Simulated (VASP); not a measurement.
# MgGaF5 (P4/mmm) in VASP: a series of runs

Aim: see how the results for MgGaF5 move with the level of theory and the settings. Levels: PBEsol, r2SCAN+rVV10. Tasks: single point.

Program: VASP 6.6.1. These are calculated values, not measurements. Logs are shortened: lines on timing, memory, paths and dates and some standing lists are left out, and cuts for length are marked.

## Step 1: The cell of the first run

The structure is tetragonal, space group P4/mmm (No. 123). The conventional cell has a = 3.455 Å, b = 3.455 Å, c = 5.422 Å, α = 90.00°, β = 90.00°, γ = 90.00°. Within 2.8 Å of Mg (site symmetry 4/mmm) lie 10 F at 2.11 to 2.71 Å. Within 3.0 Å of Ga (site symmetry 4/mmm) lie 12 F at 2.29 to 2.44 Å. Within 3.0 Å of F (site symmetry 4/mmm) lie 8 F at 2.29 Å and 4 Ga at 2.44 Å and 2 Mg at 2.71 Å. F (site symmetry 2mm) has 2 Mg at 2.11 Å and 2 Ga at 2.29 Å and 7 F at 2.29 to 2.44 Å within 2.8 Å.

## Step 2: Single point, PBEsol

The input, INCAR:

```
SYSTEM = MgGaF5
ALGO = Normal
EDIFF = 1E-6
ENCUT = 520
GGA = PS
ISIF = 2
ISMEAR = -1
LASPH = .TRUE.
LCHARG = .TRUE.
LELF = .TRUE.
LREAL = .FALSE.
LVHAR = .TRUE.
LWAVE = .FALSE.
NBANDS = 34
NELM = 60
PREC = Accurate
SIGMA = 0.03
```

The input, KPOINTS:

```
k-points
0
G
  6 6 4
  0 0 0
```

The input, POSCAR:

```
MgGaF5
1.0
    3.4551956003      0.0000000000      0.0000000000
    0.0000000000      3.4551956003      0.0000000000
    0.0000000000      0.0000000000      5.4223468963
Mg Ga F
1 1 5
Direct
    0.0000000000      0.0000000000      0.5000000000
    0.5000000000      0.5000000000      0.0000000000
    0.0000000000      0.0000000000      0.0000000000
    0.5000000000      0.0000000000      0.7224185540
    0.0000000000      0.5000000000      0.7224185540
    0.5000000000      0.0000000000      0.2775814460
    0.0000000000      0.5000000000      0.2775814460
```

Potentials or basis: VASP PAW PBE potentials, release 64 (Mg, Ga_d, F).

Run with:

```sh
> cat potpaw_PBE.64/Mg/POTCAR potpaw_PBE.64/Ga_d/POTCAR potpaw_PBE.64/F/POTCAR > POTCAR
> mpirun -np 1 vasp_std > vasp.out
```

OUTCAR:

```text
SYSTEM = MgGaF5
   EDIFF = 1E-6
   ENCUT = 520
   GGA = PS
   ISIF = 2
   ISMEAR = -1
   LASPH = .TRUE.
   LREAL = .FALSE.
   NELM = 60
   PREC = Accurate

 ion  position               nearest neighbor table
   1  0.000  0.000  0.500-   4 2.11   5 2.11   6 2.11   7 2.11   5 2.11   7 2.11   4 2.11   6 2.11
                             3 2.71   3 2.71
   2  0.500  0.500  0.000-   4 2.29   5 2.29   6 2.29   7 2.29   4 2.29   6 2.29   5 2.29   7 2.29

   3  0.000  0.000  0.000-   1 2.71   1 2.71
   4  0.500  0.000  0.722-   1 2.11   1 2.11   2 2.29   2 2.29
   5  0.000  0.500  0.722-   1 2.11   1 2.11   2 2.29   2 2.29
   6  0.500  0.000  0.278-   1 2.11   1 2.11   2 2.29   2 2.29
   7  0.000  0.500  0.278-   1 2.11   1 2.11   2 2.29   2 2.29

  LATTYP: Found a simple tetragonal cell.
 ALAT       =     3.4551956003
 C/A-ratio  =     1.5693313848

  Lattice vectors:

 A1 = (   3.4551956003,   0.0000000000,   0.0000000000)
 A2 = (   0.0000000000,   3.4551956003,   0.0000000000)
 A3 = (   0.0000000000,   0.0000000000,   5.4223468963)

Analysis of symmetry for initial positions (statically):
=====================================================================
 Subroutine PRICEL returns:
 Original cell was already a primitive cell.

 Routine SETGRP: Setting up the symmetry group for a
 simple tetragonal supercell.

 Subroutine GETGRP returns: Found 16 space group operations
 (whereof 16 operations were pure point group operations)
 out of a pool of 16 trial point group operations.

The static configuration has the point symmetry D_4h.

Analysis of symmetry for dynamics (positions and initial velocities):
=====================================================================
 Subroutine PRICEL returns:
 Original cell was already a primitive cell.

 Routine SETGRP: Setting up the symmetry group for a
 simple tetragonal supercell.

 Subroutine GETGRP returns: Found 16 space group operations
 (whereof 16 operations were pure point group operations)
 out of a pool of 16 trial point group operations.

The dynamic configuration has the point symmetry D_4h.

 Subroutine INISYM returns: Found 16 space group operations
 (whereof 16 operations are pure point group operations),
 and found     1 'primitive' translations

----------------------------------------------------------------------------------------

                                     Primitive cell

  volume of cell :      64.7340

  direct lattice vectors                    reciprocal lattice vectors
[... 102 lines left out ...]
   NFREE  =      0    steps in history (QN), initial steepest desc. (CG)
   ISIF   =      2    stress and relaxation
   ISYM   =      2    0-nonsym 1-usesym 2-fastsym
   POTIM  = 0.5000    time-step for ionic-motion
   TEBEG  =    0.0;   TEEND  =   0.0 temperature during run
   PSTRESS=    0.0 pullay stress
   NELECT =      50.0000    total number of electrons
   NUPDOWN=      -1.0000    fix difference up-down
   EMIN   =  10.00;   EMAX   =-10.00  energy-range for DOS
   EFERMI =   0.00;   METHOD = LEGACY
   ISMEAR =    -1;   SIGMA  =   0.03  broadening in eV -4-tet -1-fermi 0-gaus
   EFERMI_NEDOS =   21; number of points for ismear=-14 and -15
   IALGO  =     38    algorithm
   IMIX   =      4    mixing-type and parameters
     AMIX     =   0.40;   BMIX     =  1.00
     AMIX_MAG =   1.60;   BMIX_MAG =  1.00
  volume/ion in A,a.u.               =       9.25        62.41
  Fermi-wavevector in a.u.,A,eV,Ry     =   1.502060  2.838482 30.697254  2.256185
  Thomas-Fermi vector in A             =   2.613350
   LORBIT       =      0    0 simple, 1 ext, 2 COOP (PROOUT), +10 PAW based schemes
   GGA     = PS    functional components
   LHFCALC =     F    Hartree Fock is set to
   AEXX    =    0.0000 exact exchange contribution
   IVDW    =     0    specifies the selected vdW correction
   LEPSILON=     F    determine dielectric tensor
   LRPA    =     F    only Hartree local field effects (RPA)
 non-spin polarized calculation
  energy-cutoff  :      520.00
  volume of cell :       64.73
 maximum number of plane-waves:      1760
 NGX is ok and might be reduce to    28
   NGX = 13   NGY = 13   NGZ = 21

 number of electron      49.9999951 magnetization

 Free energy of the ion-electron system (eV)
  ---------------------------------------------------
  ext. energy  EPLUGINS =         0.00000000
  ---------------------------------------------------
  free energy    TOTEN  =       -31.28176011 eV

  energy without entropy =      -31.28166279  energy(sigma->0) =      -31.28171145

 E-fermi :   2.6615     XC(G=0): -11.6454

 val. band max:        2.5069887104   @ k =   0.5000   0.0000   0.0000
 cond. band min:       2.7792828578   @ k =   0.0000   0.0000   0.0000
 fundamental gap:      0.2722941475
 Fermi energy:         2.6615204064

 k-point     1 :       0.0000    0.0000    0.0000
  band No.  band energies     occupation
      1     -20.5222      2.00000
      2     -19.6140      2.00000
      3     -18.7101      2.00000
      4     -18.2733      2.00000
      5     -17.4430      2.00000
      6     -11.9404      2.00000
[... 877 lines left out ...]
     33      19.1353      0.00000
     34      19.2841      0.00000

 [... further k-points ...]

------------------------ aborting loop because EDIFF is reached ----------------------------------------

  FORCE on cell =-STRESS in cart. coord.  units (eV):
  Direction    XX          YY          ZZ          XY          YZ          ZX
  --------------------------------------------------------------------------------------
  -------------------------------------------------------------------------------------
  Total       -0.1705042     -0.1705042     -0.1913838      0.0000000      0.0000000      0.0000000
  in kB       -4.2200053     -4.2200053     -4.7367795      0.0000000      0.0000000      0.0000000
  external PRESSURE =      -4.3922634 kB  Pullay stress =       0.0000000 kB

 VOLUME and BASIS-vectors are now :
 -----------------------------------------------------------------------------
  energy-cutoff  :      520.00
  volume of cell :       64.73
      direct lattice vectors                 reciprocal lattice vectors
     3.455195600  0.000000000  0.000000000     0.289419215  0.000000000  0.000000000
     0.000000000  3.455195600  0.000000000     0.000000000  0.289419215  0.000000000
     0.000000000  0.000000000  5.422346896     0.000000000  0.000000000  0.184421989

 POSITION                                       TOTAL-FORCE (eV/Angst)
 -----------------------------------------------------------------------------------
      0.00000      0.00000      2.71117         0.000000     -0.000000      0.000000
      1.72760      1.72760      0.00000         0.000000     -0.000000      0.000000
      0.00000      0.00000      0.00000         0.000000     -0.000000      0.000000
      1.72760      0.00000      3.91720         0.000000      0.000000     -0.039558
      0.00000      1.72760      3.91720        -0.000000     -0.000000     -0.039558
      1.72760      0.00000      1.50514        -0.000000      0.000000      0.039558
      0.00000      1.72760      1.50514         0.000000     -0.000000      0.039558
 -----------------------------------------------------------------------------------
    total drift:                                0.000000      0.000000     -0.000000

  FREE ENERGIE OF THE ION-ELECTRON SYSTEM (eV)
  ---------------------------------------------------
  free  energy   TOTEN  =       -31.2817601050 eV

  energy  without entropy=      -31.2816627941  energy(sigma->0) =      -31.28171145
```

OSZICAR:

```text
N       E                     dE             d eps       ncg     rms          rms(c)
DAV:   1     0.510002386346E+03    0.51000E+03   -0.25714E+04  2368   0.215E+03
DAV:   2     0.211600244734E+02   -0.48884E+03   -0.45195E+03  2352   0.562E+02
DAV:   3    -0.338943764760E+02   -0.55054E+02   -0.54278E+02  2466   0.153E+02
DAV:   4    -0.353488100908E+02   -0.14544E+01   -0.14518E+01  2236   0.271E+01
DAV:   5    -0.353737614522E+02   -0.24951E-01   -0.24939E-01  2498   0.362E+00    0.108E+01
DAV:   6    -0.314878617175E+02    0.38859E+01   -0.93372E+00  3004   0.373E+01    0.350E+00
DAV:   7    -0.313557929830E+02    0.13207E+00   -0.44643E-01  2238   0.433E+00    0.220E+00
DAV:   8    -0.312848420610E+02    0.70951E-01   -0.18440E-01  2948   0.352E+00    0.492E-01
DAV:   9    -0.312815530846E+02    0.32890E-02   -0.12220E-02  2188   0.783E-01    0.159E-01
DAV:  10    -0.312820945129E+02   -0.54143E-03   -0.69587E-03  2164   0.522E-01    0.157E-01
DAV:  11    -0.312817741158E+02    0.32040E-03   -0.64639E-04  2182   0.166E-01    0.549E-02
DAV:  12    -0.312817572864E+02    0.16829E-04   -0.25919E-04  2170   0.114E-01    0.126E-02
DAV:  13    -0.312817591296E+02   -0.18431E-05   -0.12786E-05  2172   0.240E-02    0.353E-03
DAV:  14    -0.312817601943E+02   -0.10647E-05   -0.17273E-06  1754   0.126E-02    0.183E-03
DAV:  15    -0.312817601050E+02    0.89249E-07   -0.21369E-07  1624   0.480E-03
   1 F= -.31281760E+02 E0= -.31281711E+02  d E =-.973109E-04
```

Wall time 35 s (1 thread of AMD EPYC 9R45 (Zen 5), shared host); peak memory 0.18 GiB.

What came out:

* Free energy: -31.2818 eV
* Pressure: -0.4 GPa
* Largest force: 0.040 eV/Å
* Band gap on the k mesh: 0.27 eV (least direct gap 0.93 eV)

Forces on the atoms (eV/Å):
```
Mg   0.000  0.000  0.000
Ga   0.000  0.000  0.000
F    0.000  0.000  0.000
F    0.000  0.000 -0.040
F    0.000  0.000 -0.040
F    0.000  0.000  0.040
F    0.000  0.000  0.040
```

Caveat: the PAW data sets were made with another functional, which shifts forces and pressure a little.

## Step 3: Single point, r2SCAN+rVV10

This run uses another cell than the first one, of 9.07 Å³/atom.

The input, POSCAR:

```
MgGaF5
1.0
    3.4303971585      0.0000000000      0.0000000000
    0.0000000000      3.4303971585      0.0000000000
    0.0000000000      0.0000000000      5.3938231746
Mg Ga F
1 1 5
Direct
    0.0000000000      0.0000000000      0.5000000000
    0.5000000000      0.5000000000      0.0000000000
    0.0000000000      0.0000000000      0.0000000000
    0.5000000000      0.0000000000      0.7226182909
    0.0000000000      0.5000000000      0.7226182909
    0.5000000000      0.0000000000      0.2773817091
    0.0000000000      0.5000000000      0.2773817091
```

The input, INCAR.step1:

```
ALGO = Normal ; EDIFF = 1E-4
ENCUT = 520 ; GGA = PE
ISMEAR = -1 ; LASPH = T
LCHARG = F ; LREAL = F
LWAVE = T ; NBANDS = 34
NELM = 80 ; PREC = Accurate
SIGMA = 0.03
```

The input, INCAR.step2:

```
ALGO = Normal ; BPARAM = 11.95
CPARAM = 0.0093 ; EDIFF = 1E-6
ENCUT = 520 ; ISIF = 2
ISMEAR = -1 ; ISTART = 1
IVDW_NL = 2 ; LASPH = T
LCHARG = F ; LMIXTAU = T
LREAL = F ; LUSE_VDW = T
LWAVE = F ; METAGGA = R2SCAN
NBANDS = 34 ; NELM = 80
PREC = Accurate ; SIGMA = 0.03
```

The input, KPOINTS:

```
k-points
0
Gamma
  6 6 4
```

Potentials or basis: VASP PAW PBE potentials, release 64 (Mg, Ga_d, F).

Run with:

```sh
> cat potpaw_PBE.64/Mg/POTCAR potpaw_PBE.64/Ga_d/POTCAR potpaw_PBE.64/F/POTCAR > POTCAR
> cp INCAR.step1 INCAR
> mpirun -np 1 vasp_std > vasp.out
> cp INCAR.step2 INCAR
> mpirun -np 1 vasp_std > vasp.out
```

Run time: 2.4 min. Hardware: 1 thread of AMD EPYC 9R45 (Zen 5), shared host; peak memory 0.31 GiB.

Results (log left out):

```yaml
Free_energy: -47.4655 eV
Pressure: -0.6 GPa
Largest_force: 0.060 eV/Å
Band_gap_on_the_k_mesh: 1.01 eV (least direct gap 1.67 eV)
```

Forces on the atoms (eV/Å):
```
Mg   0.000  0.000  0.000
Ga   0.000  0.000  0.000
F    0.000  0.000  0.000
F    0.000  0.000 -0.060
F    0.000  0.000 -0.060
F    0.000  0.000  0.060
F    0.000  0.000  0.060
```

Stress tensor (GPa, compression positive):
```
-0.53  0.00  0.00
 0.00 -0.53  0.00
 0.00  0.00 -0.67
```

Levels at points of the mesh, in eV from the valence-band top:
```
           k point  band 21  band 22  band 23  band 24  band 25  band 26  band 27  band 28  band 29  band 30
(0.00, 0.00, 0.00)    -1.70    -1.70    -1.22    -1.22    -0.66     1.01     8.57    10.02    11.51    11.51
(0.50, 0.00, 0.00)    -2.47    -2.45    -1.08    -1.05     0.00     3.52     8.37    10.26    10.29    11.23
(0.50, 0.50, 0.00)    -1.37    -1.34    -1.25    -1.25    -0.15     2.14    10.02    10.02    11.34    11.90
(0.00, 0.00, 0.50)    -1.88    -1.88    -1.10    -1.07    -1.07     2.22     6.91    11.76    11.76    11.92
(0.50, 0.00, 0.50)    -3.30    -3.23    -0.93    -0.46    -0.21     3.69     8.97     9.61    10.39    12.38
(0.50, 0.50, 0.50)    -1.38    -1.37    -0.52    -0.52    -0.36     2.61    10.60    10.60    10.89    11.98
```

Caveat: the PAW data sets were made with another functional, which shifts forces and pressure a little. A k mesh can miss the band edges.
